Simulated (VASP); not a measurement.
# TiSi2 (Fddd) in VASP: relaxation of cell and atoms with PBEsol

Aim: the relaxation of cell and atoms of TiSi2 with PBEsol.

Program: VASP 6.6.1. These are calculated values, not measurements. Logs are shortened: lines on timing, memory, paths and dates and some standing lists are left out, and cuts for length are marked.

## Step 1: The cell of the first run

The structure is orthorhombic, space group Fddd (No. 70). Conventional cell: a = 4.773 Å, b = 8.236 Å, c = 8.523 Å, α = 90.00°, β = 90.00°, γ = 90.00°. Within 3.3 Å of Ti (site symmetry 222) lie 10 Si at 2.54 to 2.75 Å and 4 Ti at 3.19 Å. Si (site symmetry 2) has 5 Ti at 2.54 to 2.75 Å and 9 Si at 2.54 to 3.19 Å within 3.3 Å.

## Step 2: Relaxation of cell and atoms, PBEsol

File INCAR:

```
ALGO = Normal
EDIFF = 1E-6
EDIFFG = -0.005
ENCUT = 600
GGA = PS
IBRION = 2
ISIF = 3
ISMEAR = 0
LASPH = True
LCHARG = False
LREAL = False
LWAVE = False
NELM = 80
NSW = 100
PREC = Accurate
SIGMA = 0.1
```

File KPOINTS:

```
k-points
0
Gamma
  10 10 10
```

File POSCAR:

```
TiSi2
1.0
    0.0000000000      4.1180000000      4.2615000000
    2.3865000000      0.0000000000      4.2615000000
    2.3865000000      4.1180000000      0.0000000000
Ti Si
2 4
Direct
    0.7500000000      0.7500000000      0.7500000000
    0.5000000000      0.5000000000      0.5000000000
    0.0830000000      0.4170000000      0.0830000000
    0.4170000000      0.0830000000      0.4170000000
    0.1670000000      0.8330000000      0.1670000000
    0.8330000000      0.1670000000      0.8330000000
```

Potentials or basis: VASP PAW PBE potentials, release 64 (Ti_sv, Si).

Started as:

```
$ cat potpaw_PBE.64/Ti_sv/POTCAR potpaw_PBE.64/Si/POTCAR > POTCAR
$ mpirun -np 1 vasp_std > vasp.out
```

OUTCAR:

```text
EDIFF = 1E-6
   EDIFFG = -0.005
   ENCUT = 600
   GGA = PS
   IBRION = 2
   ISIF = 3
   ISMEAR = 0
   LASPH = True
   LREAL = False
   NELM = 80
   NSW = 100
   PREC = Accurate

 ion  position               nearest neighbor table
   1  0.750  0.750  0.750-   6 2.54   5 2.54   6 2.54   5 2.54   3 2.74   4 2.74   4 2.75   4 2.75
                             3 2.75   3 2.75
   2  0.500  0.500  0.500-   3 2.54   4 2.54   3 2.54   4 2.54   5 2.74   6 2.74   5 2.75   5 2.75
                             6 2.75   6 2.75
   3  0.083  0.417  0.083-   2 2.54   2 2.54   5 2.54   5 2.54   1 2.74   4 2.75   4 2.75   4 2.75
                             1 2.75   1 2.75
   4  0.417  0.083  0.417-   2 2.54   2 2.54   6 2.54   6 2.54   1 2.74   3 2.75   3 2.75   3 2.75
                             1 2.75   1 2.75
   5  0.167  0.833  0.167-   1 2.54   1 2.54   3 2.54   3 2.54   2 2.74   6 2.75   6 2.75   6 2.75
                             2 2.75   2 2.75
   6  0.833  0.167  0.833-   1 2.54   1 2.54   4 2.54   4 2.54   2 2.74   5 2.75   5 2.75   5 2.75
                             2 2.75   2 2.75

  LATTYP: Found a face centered orthorhombic cell.
 ALAT       =     4.7730000000
 B/A-ratio  =     1.7255394930
 C/A-ratio  =     1.7856693903

  Lattice vectors:

 A1 = (   0.0000000000,   4.1180000000,   4.2615000000)
 A2 = (   2.3865000000,   0.0000000000,   4.2615000000)
 A3 = (   2.3865000000,   4.1180000000,   0.0000000000)

Analysis of symmetry for initial positions (statically):
=====================================================================
 Subroutine PRICEL returns:
 Original cell was already a primitive cell.

 Routine SETGRP: Setting up the symmetry group for a
 face centered orthorhombic supercell.

 Subroutine GETGRP returns: Found  8 space group operations
 (whereof  4 operations were pure point group operations)
 out of a pool of  8 trial point group operations.

The static configuration has the point symmetry D_2 .
 The point group associated with its full space group is D_2h.

Analysis of symmetry for dynamics (positions and initial velocities):
=====================================================================
 Subroutine PRICEL returns:
 Original cell was already a primitive cell.

 Routine SETGRP: Setting up the symmetry group for a
 face centered orthorhombic supercell.

 Subroutine GETGRP returns: Found  8 space group operations
 (whereof  4 operations were pure point group operations)
 out of a pool of  8 trial point group operations.

The dynamic configuration has the point symmetry D_2 .
 The point group associated with its full space group is D_2h.

 Subroutine INISYM returns: Found  8 space group operations
 (whereof  4 operations are pure point group operations),
 and found     1 'primitive' translations

----------------------------------------------------------------------------------------

                                     Primitive cell

  volume of cell :      83.7607

  direct lattice vectors                    reciprocal lattice vectors
     0.000000000  4.118000000  4.261500000    -0.209511837  0.121418164  0.117329579
     2.386500000  0.000000000  4.261500000     0.209511837 -0.121418164  0.117329579
     2.386500000  4.118000000  0.000000000     0.209511837  0.121418164 -0.117329579

  length of vectors
     5.926070051  4.884236327  4.759548954     0.269079562  0.269079562  0.269079562

  position of ions in fractional coordinates (direct lattice)
     0.750000000  0.750000000  0.750000000
     0.500000000  0.500000000  0.500000000
     0.083000000  0.417000000  0.083000000
     0.417000000  0.083000000  0.417000000
     0.167000000  0.833000000  0.167000000
     0.833000000  0.167000000  0.833000000

  ion indices of the primitive-cell ions
   primitive index   ion index
                 1           1
                 2           2
                 3           3
                 4           4
                 5           5
                 6           6

----------------------------------------------------------------------------------------

 KPOINTS: k-points

Automatic generation of k-mesh.
 Grid dimensions read from file:
 generate k-points for:   10   10   10

 Generating k-lattice:

  Cartesian coordinates                     Fractional coordinates (reciprocal lattice)
    -0.020951184  0.012141816  0.011732958     0.100000000  0.000000000  0.000000000
     0.020951184 -0.012141816  0.011732958     0.000000000  0.100000000  0.000000000
     0.020951184  0.012141816 -0.011732958     0.000000000  0.000000000  0.100000000

  Length of vectors
     0.026907956  0.026907956  0.026907956

  Shift w.r.t. Gamma in fractional coordinates (k-lattice)
     0.000000000  0.000000000  0.000000000

 Subroutine IBZKPT returns following result:
 ===========================================

 Found    171 irreducible k-points:

 Following reciprocal coordinates:
            Coordinates               Weight
  0.000000  0.000000  0.000000      1.000000
  0.100000  0.000000  0.000000      8.000000
  0.200000  0.000000  0.000000      8.000000
  0.300000  0.000000  0.000000      8.000000
  0.400000  0.000000  0.000000      8.000000
  0.500000  0.000000  0.000000      4.000000
[... 16 lines left out ...]
  0.300000  0.300000  0.000000      2.000000
  0.400000  0.300000  0.000000      8.000000
 [... further k-points ...]
   k-points           NKPTS =    171   k-points in BZ     NKDIM =    171   number of bands    NBANDS=     24
   number of dos      NEDOS =    301   number of ions     NIONS =      6
   total plane-waves  NPLWV =  76800
   dimension x,y,z NGX =    48 NGY =   40 NGZ =   40
   dimension x,y,z NGXF=    96 NGYF=   80 NGZF=   80
   ions per type =               2   4
   NGX,Y,Z   is equivalent  to a cutoff of  13.47, 13.61, 13.97 a.u.
   NGXF,Y,Z  is equivalent  to a cutoff of  26.93, 27.23, 27.94 a.u.
 SYSTEM =  unknown system
   PREC   = accura    normal or accurate (medium, high low for compatibility)
   ISTART =      0    job   : 0-new  1-cont  2-samecut
   ICHARG =      2    charge: 1-file 2-atom 10-const
   ISPIN  =      1    spin polarized calculation?
   LNONCOLLINEAR =      F non collinear calculations
   LSORBIT =      F    spin-orbit coupling
   LASPH  =      T    aspherical Exc in radial PAW
   ENCUT  =  600.0 eV  44.10 Ry    6.64 a.u.  11.84  9.76  9.51*2*pi/ulx,y,z
   NELM   =     80;   NELMIN=  2; NELMDL= -5     # of ELM steps
   EDIFF  = 0.1E-05   stopping-criterion for ELM
   LREAL  =      F    real-space projection
   EDIFFG = -.5E-02   stopping-criterion for IOM
   NSW    =    100    number of steps for IOM
   IBRION =      2    ionic relax: 0-MD 1-quasi-New 2-CG
   NFREE  =      1    steps in history (QN), initial steepest desc. (CG)
   ISIF   =      3    stress and relaxation
   ISYM   =      2    0-nonsym 1-usesym 2-fastsym
   POTIM  = 0.5000    time-step for ionic-motion
   TEBEG  =    0.0;   TEEND  =   0.0 temperature during run
   PSTRESS=    0.0 pullay stress
   NELECT =      40.0000    total number of electrons
   NUPDOWN=      -1.0000    fix difference up-down
   EMIN   =  10.00;   EMAX   =-10.00  energy-range for DOS
   EFERMI =   0.00;   METHOD = LEGACY
   ISMEAR =     0;   SIGMA  =   0.10  broadening in eV -4-tet -1-fermi 0-gaus
   EFERMI_NEDOS =   21; number of points for ismear=-14 and -15
   IALGO  =     38    algorithm
   IMIX   =      4    mixing-type and parameters
     AMIX     =   0.40;   BMIX     =  1.00
     AMIX_MAG =   1.60;   BMIX_MAG =  1.00
  volume/ion in A,a.u.               =      13.96        94.21
  Fermi-wavevector in a.u.,A,eV,Ry     =   1.279621  2.418133 22.278591  1.637430
  Thomas-Fermi vector in A             =   2.412096
   LORBIT       =      0    0 simple, 1 ext, 2 COOP (PROOUT), +10 PAW based schemes
   GGA     = PS    functional components
   LHFCALC =     F    Hartree Fock is set to
   AEXX    =    0.0000 exact exchange contribution
   IVDW    =     0    specifies the selected vdW correction
   LEPSILON=     F    determine dielectric tensor
   LRPA    =     F    only Hartree local field effects (RPA)
 conjugate gradient relaxation of ions
 non-spin polarized calculation
 Gauss-broadening in eV      SIGMA  =   0.10
  energy-cutoff  :      600.00
  volume of cell :       83.76
 maximum number of plane-waves:      2842
   NGX = 23   NGY = 19   NGZ = 19

--------------------------------------- Ionic step        1  -------------------------------------------

 number of electron      40.0000000 magnetization

 Free energy of the ion-electron system (eV)
  ---------------------------------------------------
  ext. energy  EPLUGINS =         0.00000000
  ---------------------------------------------------
  free energy    TOTEN  =       -43.67163496 eV

  energy without entropy =      -43.66152585  energy(sigma->0) =      -43.66658040

------------------------ aborting loop because EDIFF is reached ----------------------------------------

  FORCE on cell =-STRESS in cart. coord.  units (eV):
  Direction    XX          YY          ZZ          XY          YZ          ZX
  --------------------------------------------------------------------------------------
  -------------------------------------------------------------------------------------
  Total       -0.4758265     -1.1116025     -0.9509608      0.0000000      0.0000000      0.0000000
  in kB       -9.1016245    -21.2627690    -18.1900091      0.0000000      0.0000000      0.0000000
  external PRESSURE =     -16.1848009 kB  Pullay stress =       0.0000000 kB
[... 101 lines left out ...]
  FREE ENERGIE OF THE ION-ELECTRON SYSTEM (eV)
  ---------------------------------------------------
  free  energy   TOTEN  =       -43.6801817060 eV

  energy  without entropy=      -43.6700736878  energy(sigma->0) =      -43.67512770

[... ionic steps 4 to 8 ...]

--------------------------------------- Ionic step        9  -------------------------------------------

 number of electron      39.9999999 magnetization

------------------------ aborting loop because EDIFF is reached ----------------------------------------
[... 75 lines left out ...]
--------------------------------------- Ionic step       11  -------------------------------------------

 number of electron      39.9999999 magnetization

 Free energy of the ion-electron system (eV)
  ---------------------------------------------------
  ext. energy  EPLUGINS =         0.00000000
  ---------------------------------------------------
  free energy    TOTEN  =       -43.68627330 eV

  energy without entropy =      -43.67549300  energy(sigma->0) =      -43.68088315

 E-fermi :  10.2564     XC(G=0): -11.8808

 val. band max:       10.2524994495   @ k =  -0.3000   0.2000   0.1000
 cond. band min:      10.2586435784   @ k =   0.0000   0.2000   0.2000
 fundamental gap:      0.0061441289
 Fermi energy:        10.2564384643

 k-point     1 :       0.0000    0.0000    0.0000
  band No.  band energies     occupation
      1     -45.7108      2.00000
      2     -45.6795      2.00000
      3     -22.2114      2.00000
      4     -22.1918      2.00000
      5     -22.1126      2.00000
      6     -22.0966      2.00000
[... 637 lines left out ...]
     23      12.9400      0.00000
     24      13.3220      0.00000

 [... further k-points ...]

------------------------ aborting loop because EDIFF is reached ----------------------------------------

  FORCE on cell =-STRESS in cart. coord.  units (eV):
  Direction    XX          YY          ZZ          XY          YZ          ZX
  --------------------------------------------------------------------------------------
  -------------------------------------------------------------------------------------
  Total       -0.0029809      0.0072326      0.0166670      0.0000000      0.0000000      0.0000000
  in kB       -0.0576720      0.1399313      0.3224604      0.0000000      0.0000000      0.0000000
  external PRESSURE =       0.1349065 kB  Pullay stress =       0.0000000 kB
[... 21 lines left out ...]
  FREE ENERGIE OF THE ION-ELECTRON SYSTEM (eV)
  ---------------------------------------------------
  free  energy   TOTEN  =       -43.6862732989 eV

  energy  without entropy=      -43.6754930002  energy(sigma->0) =      -43.68088315

 reached required accuracy - stopping structural energy minimisation
```

Run time: 23 min. Hardware: 1 thread of Intel Xeon 6975P-C (Granite Rapids), shared host; peak memory 0.53 GiB.

What came out:

- Free energy: -43.6863 eV
- Relaxed volume: 13.80 Å³/atom
- Relaxed cell: a = 5.899 Å, b = 4.871 Å, c = 4.734 Å, α = 75.76°, β = 53.17°, γ = 51.07°
- Space group after relaxing (to 0.1 Å): Fddd (No. 70)
- Energy gained by relaxing: 2.4 meV/atom
- Ionic steps: 11
- Pressure after relaxing: 0.0 GPa
- Largest force after relaxing: 0.003 eV/Å
- Band gap on the k mesh: zero (bands 20 and 21 overlap by 1.88 eV)

Forces in eV/Å, atoms in the order of the input:
```
Ti   0.000  0.000  0.000
Ti   0.000  0.000  0.000
Si   0.000 -0.003  0.000
Si   0.000  0.003  0.000
Si   0.000  0.003  0.000
Si   0.000 -0.003  0.000
```

Step by step:
```tsv
step	energy change (eV)	largest force (eV/Å)	pressure (GPa)	volume (Å³)
1	0.0000	0.1719	-1.62	83.76
2	-0.0066	0.1173	1.48	82.06
3	-0.0085	0.1359	0.46	82.60
4	-0.0123	0.0841	0.25	82.68
5	-0.0132	0.0398	0.05	82.75
6	-0.0146	0.0119	-0.06	82.87
7	-0.0146	0.0055	-0.06	82.85
8	-0.0146	0.0062	-0.06	82.85
9	-0.0146	0.0013	0.07	82.78
10	-0.0146	0.0031	0.05	82.81
11	-0.0146	0.0033	0.01	82.81
```

Final structure:
```xyz
6
Lattice="0.0000 4.0917 4.2491 2.3816 0.0000 4.2491 2.3816 4.0917 0.0000" Properties=species:S:1:pos:R:3 pbc="T T T"
Ti    3.5724    6.1375    6.3737
Ti    2.3816    4.0917    4.2491
Si    1.1908    0.7056    2.1246
Si    1.1908    3.3861    2.1246
Si    2.3816    1.3403    4.2491
Si    2.3816    6.8431    4.2491
```

Levels at points of the mesh, in eV from the Fermi level:
| k point | band 18 | band 19 | band 20 | band 21 | band 22 | band 23 |
| --- | --- | --- | --- | --- | --- | --- |
| (0.00, 0.00, 0.00) | -2.02 | -1.76 | -1.38 | -0.94 | 2.09 | 3.18 |
| (0.50, 0.00, 0.00) | -1.08 | -0.03 | 0.15 | 1.04 | 1.40 | 1.74 |
| (0.50, 0.50, 0.00) | -1.56 | -1.00 | -1.00 | 0.77 | 0.77 | 3.30 |
| (0.50, 0.00, 0.50) | -2.37 | -0.86 | -0.86 | 1.31 | 1.31 | 3.36 |
| (0.00, 0.50, 0.50) | -1.17 | -0.64 | -0.64 | 0.87 | 0.87 | 2.34 |

Caveat: the PAW data sets were made with another functional, which shifts forces and pressure a little.
